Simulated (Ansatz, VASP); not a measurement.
Ga3Se: VASP beside Ansatz

```
Ga Se
1.0
     4.22492    0.00000    0.00000
     0.00000    4.22492    0.00000
     0.00000    0.00000    4.22492
Ga Se
3 1
Direct
  0.00000 0.50000 0.50000
  0.50000 0.00000 0.50000
  0.50000 0.50000 0.00000
  0.00000 0.00788 0.00000
```

Alike in both runs: task single point; functional PBEsol; dispersion D3(BJ); k mesh 12 × 12 × 12; occupations gaussian, width 0.15 eV; no spin polarisation.

|  | VASP | Ansatz |
| --- | --- | --- |
| version | VASP 6.6.1 | Ansatz 0.2.0 |
| potentials or method | VASP PAW PBE potentials, release 64 (Ga_d, Se), cutoff 520 eV | scalar-relativistic, plane waves, PAW |
| valence electrons in the cell | 45 | 55 |

```tsv
	VASP	Ansatz	Ansatz less VASP
gap on the k mesh at the Fermi level (eV)	none	none	-
pressure (GPa)	0.3	0.1	-0.16
rms of the force components (eV/Å)	0.023	0.022	-0.0004
```

VASP's potentials were made for PBE, not for PBEsol. Atom by atom the forces differ by 0.001 eV/Å (rms over components). A gap of «none» marks a metal or a gap that the smearing closes. VASP's potentials hold 45 valence electrons a cell and Ansatz's 55, so a difference there can come from the potentials and not from the codes.
